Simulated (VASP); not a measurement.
# BP (F-43m) in VASP: notebook

The runs below take BP through vibrations by perturbation theory, with LDA.

Everything below comes from runs of VASP 6.6.1. Logs are shortened: lines on timing, memory, paths and dates and some standing lists are left out, and cuts for length are marked.

### 1 The cell of the first run

It takes space group F-43m (No. 216, cubic). The conventional cell has a = 4.491 Å, b = 4.491 Å, c = 4.491 Å, α = 90.00°, β = 90.00°, γ = 90.00°. B (site symmetry -43m) has 4 P at 1.94 Å within 2.6 Å. Within 2.6 Å of P (site symmetry -43m) lie 4 B at 1.94 Å.

### 2 Vibrations by perturbation theory, LDA

File INCAR:

```
SYSTEM = BP
PREC = Accurate ; ENCUT = 520
EDIFF = 1E-8 ; ISMEAR = 0
SIGMA = 0.01 ; LREAL = .False.
LASPH = .True. ; NELM = 60
ALGO = Normal ; ISIF = 2
LWAVE = .False. ; LCHARG = .False.
GGA = CA ; NBANDS = 11
IBRION = 8 ; NSW = 1
```

File KPOINTS:

```
Automatic mesh
0
Gamma
  8 8 8
  0 0 0
```

File POSCAR:

```
BP
1.0
    0.0000000000      2.2453812733      2.2453812733
    2.2453812733      0.0000000000      2.2453812733
    2.2453812733      2.2453812733      0.0000000000
B P
1 1
Direct
    0.0000000000      0.0000000000      0.0000000000
    0.7500000000      0.7500000000      0.7500000000
```

Potentials or basis: VASP PAW LDA potentials, release 64 (B, P).

Run with:

```bash
$ cat potpaw_LDA.64/B/POTCAR potpaw_LDA.64/P/POTCAR > POTCAR
$ mpirun -np 1 vasp_std > vasp.out
```

OUTCAR:

```text
SYSTEM = BP
   PREC = Accurate
   ENCUT = 520
   EDIFF = 1E-8
   ISMEAR = 0
   LREAL = .False.
   LASPH = .True.
   NELM = 60
   ISIF = 2
   GGA = CA
   IBRION = 8
   NSW = 1

 ion  position               nearest neighbor table
   1  0.000  0.000  0.000-   2 1.94   2 1.94   2 1.94   2 1.94
   2  0.750  0.750  0.750-   1 1.94   1 1.94   1 1.94   1 1.94

  LATTYP: Found a face centered cubic cell.
 ALAT       =     4.4907625466

  Lattice vectors:

 A1 = (   0.0000000000,   2.2453812733,   2.2453812733)
 A2 = (   2.2453812733,   0.0000000000,   2.2453812733)
 A3 = (   2.2453812733,   2.2453812733,   0.0000000000)

Analysis of symmetry for initial positions (statically):
=====================================================================
 Subroutine PRICEL returns:
 Original cell was already a primitive cell.

 Routine SETGRP: Setting up the symmetry group for a
 face centered cubic supercell.

 Subroutine GETGRP returns: Found 24 space group operations
 (whereof 24 operations were pure point group operations)
 out of a pool of 48 trial point group operations.

The static configuration has the point symmetry T_d .

Analysis of symmetry for dynamics (positions and initial velocities):
=====================================================================
 Subroutine PRICEL returns:
 Original cell was already a primitive cell.

 Routine SETGRP: Setting up the symmetry group for a
 face centered cubic supercell.

 Subroutine GETGRP returns: Found 24 space group operations
 (whereof 24 operations were pure point group operations)
 out of a pool of 48 trial point group operations.

The dynamic configuration has the point symmetry T_d .

 Subroutine INISYM returns: Found 24 space group operations
 (whereof 24 operations are pure point group operations),
 and found     1 'primitive' translations

----------------------------------------------------------------------------------------

                                     Primitive cell

  volume of cell :      22.6412

  direct lattice vectors                    reciprocal lattice vectors
     0.000000000  2.245381273  2.245381273    -0.222679331  0.222679331  0.222679331
     2.245381273  0.000000000  2.245381273     0.222679331 -0.222679331  0.222679331
     2.245381273  2.245381273  0.000000000     0.222679331  0.222679331 -0.222679331

  length of vectors
     3.175448649  3.175448649  3.175448649     0.385691915  0.385691915  0.385691915

  position of ions in fractional coordinates (direct lattice)
     0.000000000  0.000000000  0.000000000
     0.750000000  0.750000000  0.750000000

  ion indices of the primitive-cell ions
   primitive index   ion index
                 1           1
                 2           2

----------------------------------------------------------------------------------------

 KPOINTS: Automatic mesh

Automatic generation of k-mesh.
 Grid dimensions read from file:
 generate k-points for:    8    8    8

 Generating k-lattice:

  Cartesian coordinates                     Fractional coordinates (reciprocal lattice)
    -0.027834916  0.027834916  0.027834916     0.125000000  0.000000000  0.000000000
     0.027834916 -0.027834916  0.027834916     0.000000000  0.125000000  0.000000000
     0.027834916  0.027834916 -0.027834916     0.000000000  0.000000000  0.125000000

  Length of vectors
     0.048211489  0.048211489  0.048211489

  Shift w.r.t. Gamma in fractional coordinates (k-lattice)
     0.000000000  0.000000000  0.000000000
[... 81 lines left out ...]
   LRPA    =     F    only Hartree local field effects (RPA)
 non-spin polarized calculation
 Gauss-broadening in eV      SIGMA  =   0.01
  energy-cutoff  :      520.00
  volume of cell :       22.64
 maximum number of plane-waves:       620
   NGX = 11   NGY = 11   NGZ = 11

--------------------------------------- Ionic step        1  -------------------------------------------

 number of electron       8.0000001 magnetization

 Free energy of the ion-electron system (eV)
  ---------------------------------------------------
  ext. energy  EPLUGINS =         0.00000000
  ---------------------------------------------------
  free energy    TOTEN  =       -14.39741913 eV

  energy without entropy =      -14.39741913  energy(sigma->0) =      -14.39741913

 E-fermi :   7.8380     XC(G=0): -11.2177

 val. band max:        7.7853160816   @ k =   0.0000   0.0000   0.0000
 cond. band min:       8.9699161403   @ k =   0.3750   0.3750   0.0000
 fundamental gap:      1.1846000587
 Fermi energy:         7.8379590011

 k-point     1 :       0.0000    0.0000    0.0000
  band No.  band energies     occupation
      1      -7.8844      2.00000
      2       7.7853      2.00000
      3       7.7853      2.00000
      4       7.7853      2.00000
      5      11.2137      0.00000
      6      11.2137      0.00000
      7      11.2137      0.00000
      8      15.6372      0.00000
      9      19.2650      0.00000
     10      20.0593      0.00000
     11      20.0593      0.00000
[... 309 lines left out ...]
 k-point    24 :      -0.3750    0.2500    0.1250
  band No.  band energies     occupation
      1      -3.7585      2.00000
      2      -0.8208      2.00000
      3       3.1855      2.00000
      4       4.5787      2.00000
      5      11.9059      0.00000
      6      13.0696      0.00000
      7      16.2448      0.00000
      8      17.6655      0.00000
      9      18.2947      0.00000
     10      22.3414      0.00000
     11      24.7093      0.00000

 [... further k-points ...]

------------------------ aborting loop because EDIFF is reached ----------------------------------------

  FORCE on cell =-STRESS in cart. coord.  units (eV):
  Direction    XX          YY          ZZ          XY          YZ          ZX
  --------------------------------------------------------------------------------------
  -------------------------------------------------------------------------------------
  Total       -0.0185585     -0.0185585     -0.0185585     -0.0000000     -0.0000000      0.0000000
  in kB       -1.3132700     -1.3132700     -1.3132700     -0.0000000     -0.0000000      0.0000000
  external PRESSURE =      -1.3132700 kB  Pullay stress =       0.0000000 kB

 VOLUME and BASIS-vectors are now :
 -----------------------------------------------------------------------------
  energy-cutoff  :      520.00
  volume of cell :       22.64
      direct lattice vectors                 reciprocal lattice vectors
     0.000000000  2.245381273  2.245381273    -0.222679331  0.222679331  0.222679331
     2.245381273  0.000000000  2.245381273     0.222679331 -0.222679331  0.222679331
     2.245381273  2.245381273  0.000000000     0.222679331  0.222679331 -0.222679331

 POSITION                                       TOTAL-FORCE (eV/Angst)
 -----------------------------------------------------------------------------------
      0.00000      0.00000      0.00000        -0.000000     -0.000000     -0.000000
      3.36807      3.36807      3.36807         0.000000      0.000000      0.000000
 -----------------------------------------------------------------------------------
    total drift:                               -0.000000     -0.000000     -0.000000

  FREE ENERGIE OF THE ION-ELECTRON SYSTEM (eV)
  ---------------------------------------------------
  free  energy   TOTEN  =       -14.3974191293 eV

  energy  without entropy=      -14.3974191293  energy(sigma->0) =      -14.39741913

[... ionic steps 2 to 3 ...]

--------------------------------------- Ionic step        4  -------------------------------------------

------------------------ aborting loop because EDIFF is reached ----------------------------------------

[... ionic steps 5 to 6 ...]

--------------------------------------- Ionic step        7  -------------------------------------------

 Free energy of the ion-electron system (eV)
  ---------------------------------------------------
  ---------------------------------------------------
  free energy    TOTEN  =        -0.04119986 eV

  energy without entropy =       -0.04119986

------------------------ aborting loop because EDIFF is reached ----------------------------------------

 INTERNAL STRAIN TENSOR  FOR ION    2  DIRECTION 1   (eV/Angst):
 -----------------------------------------------------------------------------
    -0.01154  0.00000  0.00000
     0.00000  0.00903  7.47067
     0.00000  7.47067  0.00903

 INTERNAL STRAIN TENSOR FOR ION    2 for displacements in x,y,z  (eV/Angst):
          X           Y           Z          XY          YZ          ZX
  --------------------------------------------------------------------------------
  x     0.00000    -0.00000    -0.00000     0.00000     7.47067     0.00000
  y    -0.00000    -0.00000    -0.00000     0.00000     0.00000     7.47067
  z    -0.00000    -0.00000     0.00000     7.47067     0.00000     0.00000

 SECOND DERIVATIVES (NOT SYMMETRIZED)
 ------------------------------------
               1X          1Y          1Z          2X          2Y          2Z
  1X   -19.779930    0.000000    0.000000   19.779930    0.000000    0.000000
  1Y     0.000000  -19.779930    0.000000    0.000000   19.779930    0.000000
  1Z     0.000000    0.000000  -19.779930    0.000000    0.000000   19.779930
  2X    19.780799    0.000000    0.000000  -19.780799    0.000000    0.000000
  2Y     0.000000   19.780799    0.000000    0.000000  -19.780799    0.000000
  2Z     0.000000    0.000000   19.780799    0.000000    0.000000  -19.780799

 Eigenvectors and eigenvalues of the dynamical matrix
 ----------------------------------------------------

   1 f  =   24.560895 THz   154.320656 2PiTHz  819.263280 cm-1   101.575655 meV
             X         Y         Z           dx          dy          dz
      0.000000  0.000000  0.000000     0.000000   -0.860966    0.000000
      3.368072  3.368072  3.368072     0.000000    0.508663    0.000000
[... 21 lines left out ...]
   6 f/i=    0.000236 THz     0.001484 2PiTHz    0.007878 cm-1     0.000977 meV
             X         Y         Z           dx          dy          dz
      0.000000  0.000000  0.000000     0.163414   -0.273064    0.396825
      3.368072  3.368072  3.368072     0.276595   -0.462189    0.671668

--------------------------------------------------------------------------------------------------------

 ELASTIC MODULI CONTR FROM IONIC RELAXATION (kBar)
 Direction    XX          YY          ZZ          XY          YZ          ZX
 --------------------------------------------------------------------------------
 XX          -0.0000      0.0000      0.0000      0.0000     -0.0000      0.0000
 YY           0.0000     -0.0000     -0.0000      0.0000      0.0000      0.0000
 ZZ           0.0000     -0.0000     -0.0000     -0.0000      0.0000      0.0000
 XY           0.0000      0.0000     -0.0000   -212.4540      0.0000     -0.0000
 YZ          -0.0000      0.0000      0.0000      0.0000   -212.4540      0.0000
 ZX           0.0000      0.0000      0.0000     -0.0000      0.0000   -212.4540
 --------------------------------------------------------------------------------
```

Run time: 82 s. Hardware: 1 thread of AMD EPYC 7R43 (Zen 3), shared host; peak memory 0.13 GiB.

What came out:

| Quantity | Value |
| --- | --- |
| Highest phonon frequency at Γ, LO-TO splitting left out | 819 cm⁻¹ |

Phonon frequencies in cm⁻¹ (negative: imaginary):
```csv
q point,frequencies
"(0.000, 0.000, 0.000)",0 0 0 819 819 819
```

### 3 Vibrations by perturbation theory, LDA (volume scaled by 1.020)

File INCAR:

```
SYSTEM = BP
PREC = Accurate
ENCUT = 520
EDIFF = 1E-8
ISMEAR = 0
SIGMA = 0.01
LREAL = .FALSE.
LASPH = .TRUE.
NELM = 80
ALGO = Normal
ISIF = 2
LWAVE = .FALSE.
LCHARG = .FALSE.
IBRION = 8
NSW = 1
```

File KPOINTS:

```
Automatic mesh
0
G
  8 8 8
  0 0 0
```

File POSCAR:

```
BP
1.0
    0.0000000000      2.2602517813      2.2602517813
    2.2602517813      0.0000000000      2.2602517813
    2.2602517813      2.2602517813      0.0000000000
B P
1 1
Direct
    0.0000000000      0.0000000000      0.0000000000
    0.7500000000      0.7500000000      0.7500000000
```

Potentials or basis: VASP PAW LDA potentials, release 64 (B, P).

Run with:

```bash
$ cat potpaw_LDA.64/B/POTCAR potpaw_LDA.64/P/POTCAR > POTCAR
$ mpirun -np 1 vasp_std > vasp.out
```

OUTCAR:

```text
SYSTEM = BP
   PREC = Accurate
   ENCUT = 520
   EDIFF = 1E-8
   ISMEAR = 0
   LREAL = .FALSE.
   LASPH = .TRUE.
   NELM = 80
   ISIF = 2
   IBRION = 8
   NSW = 1

 ion  position               nearest neighbor table
   1  0.000  0.000  0.000-   2 1.96   2 1.96   2 1.96   2 1.96
   2  0.750  0.750  0.750-   1 1.96   1 1.96   1 1.96   1 1.96

  LATTYP: Found a face centered cubic cell.
 ALAT       =     4.5205035626

  Lattice vectors:

 A1 = (   0.0000000000,   2.2602517813,   2.2602517813)
 A2 = (   2.2602517813,   0.0000000000,   2.2602517813)
 A3 = (   2.2602517813,   2.2602517813,   0.0000000000)

Analysis of symmetry for initial positions (statically):
=====================================================================
 Subroutine PRICEL returns:
 Original cell was already a primitive cell.

 Routine SETGRP: Setting up the symmetry group for a
 face centered cubic supercell.
[... 492 lines left out ...]

 INTERNAL STRAIN TENSOR  FOR ION    2  DIRECTION 1   (eV/Angst):
 -----------------------------------------------------------------------------
    -0.01113  0.00000  0.00000
     0.00000  0.00879  6.60714
     0.00000  6.60714  0.00879

 INTERNAL STRAIN TENSOR FOR ION    2 for displacements in x,y,z  (eV/Angst):
          X           Y           Z          XY          YZ          ZX
  --------------------------------------------------------------------------------
  x     0.00000     0.00000     0.00000     0.00000     6.60714     0.00000
  y     0.00000    -0.00000     0.00000     0.00000     0.00000     6.60714
  z     0.00000     0.00000     0.00000     6.60714     0.00000     0.00000

 SECOND DERIVATIVES (NOT SYMMETRIZED)
 ------------------------------------
               1X          1Y          1Z          2X          2Y          2Z
  1X   -19.010174    0.000000    0.000000   19.010174    0.000000    0.000000
  1Y     0.000000  -19.010174    0.000000    0.000000   19.010174    0.000000
  1Z     0.000000    0.000000  -19.010174    0.000000    0.000000   19.010174
  2X    19.006287    0.000000    0.000000  -19.006287    0.000000    0.000000
  2Y     0.000000   19.006287    0.000000    0.000000  -19.006287    0.000000
  2Z     0.000000    0.000000   19.006287    0.000000    0.000000  -19.006287

 Eigenvectors and eigenvalues of the dynamical matrix
 ----------------------------------------------------

   1 f  =   24.077473 THz   151.283227 2PiTHz  803.138061 cm-1    99.576384 meV
             X         Y         Z           dx          dy          dz
      0.000000  0.000000  0.000000    -0.860994    0.000000    0.000000
      3.390378  3.390378  3.390378     0.508616    0.000000    0.000000
[... 21 lines left out ...]
   6 f/i=    0.001078 THz     0.006773 2PiTHz    0.035959 cm-1     0.004458 meV
             X         Y         Z           dx          dy          dz
      0.000000  0.000000  0.000000     0.000000    0.000000   -0.508616
      3.390378  3.390378  3.390378     0.000000    0.000000   -0.860994

--------------------------------------------------------------------------------------------------------

 ELASTIC MODULI CONTR FROM IONIC RELAXATION (kBar)
 Direction    XX          YY          ZZ          XY          YZ          ZX
 --------------------------------------------------------------------------------
 XX          -0.0000     -0.0000     -0.0000     -0.0000     -0.0000     -0.0000
 YY          -0.0000     -0.0000     -0.0000     -0.0000     -0.0000      0.0000
 ZZ          -0.0000     -0.0000     -0.0000     -0.0000     -0.0000     -0.0000
 XY          -0.0000     -0.0000     -0.0000   -170.5976      0.0000      0.0000
 YZ          -0.0000     -0.0000     -0.0000      0.0000   -170.5976      0.0000
 ZX          -0.0000      0.0000     -0.0000      0.0000      0.0000   -170.5976
 --------------------------------------------------------------------------------
```

OSZICAR:

```text
N       E                     dE             d eps       ncg     rms          rms(c)
DAV:   1     0.907376591535E+01    0.90738E+01   -0.39271E+03   464   0.882E+02
DAV:   2    -0.149673573108E+02   -0.24041E+02   -0.23421E+02   744   0.112E+02
DAV:   3    -0.152448944498E+02   -0.27754E+00   -0.27754E+00   536   0.159E+01
DAV:   4    -0.152454714412E+02   -0.57699E-03   -0.57699E-03   736   0.720E-01
[... 39 lines left out ...]
RMM:   8    -0.412506984664E-01    0.66344E-06    0.44826E-07  2615   0.126E-04    0.439E-05
RMM:   9    -0.412505965796E-01    0.10189E-06    0.55116E-08  2664   0.361E-05    0.995E-06
RMM:  10    -0.412506421955E-01   -0.45616E-07   -0.13008E-07  2644   0.965E-06    0.756E-06
RMM:  11    -0.412506276900E-01    0.14505E-07   -0.14067E-08  2339   0.290E-06    0.956E-07
RMM:  12    -0.412506238299E-01    0.38601E-08   -0.79778E-09  1386   0.994E-07    0.197E-07
 Linear response finished
```

stdout:

```text
POSCAR found type information on POSCAR B P
 POSCAR found :  2 types and       2 ions
 scaLAPACK will be used
 LDA part: xc-table for (Slater(with rela. corr.)+CA(PZ))
 , standard interpolation
 POSCAR, INCAR and KPOINTS ok, starting setup
 FFT: planning ... GRIDC
 FFT: planning ... GRID_SOFT
 FFT: planning ... GRID
 WAVECAR not read
 entering main loop
 Linear response reoptimize wavefunctions to high precision
 Linear response DOF=           2
 Linear response progress:
 first order change of Fermi-energy   0.12424E-03
 force on displaced ion       1 direction 1 : -19.010  -0.000  -0.000
 Linear response progress:
 first order change of Fermi-energy   0.13419E-03
 force on displaced ion       2 direction 1 : -19.006  -0.000  -0.000
 Linear response finished
```

Wall time 63 s (1 thread of AMD EPYC 7R43 (Zen 3), shared host); peak memory 0.13 GiB.

Results:

```yaml
Highest_phonon_frequency_at_Γ_LO-TO_splitting_left_out: 803 cm⁻¹
```

Phonon frequencies in cm⁻¹ (negative: imaginary):
| q point | frequencies |
| --- | --- |
| (0.000, 0.000, 0.000) | 0 0 0 803 803 803 |

Caveat: the cell wasn't relaxed at this level first, which shifts response properties.
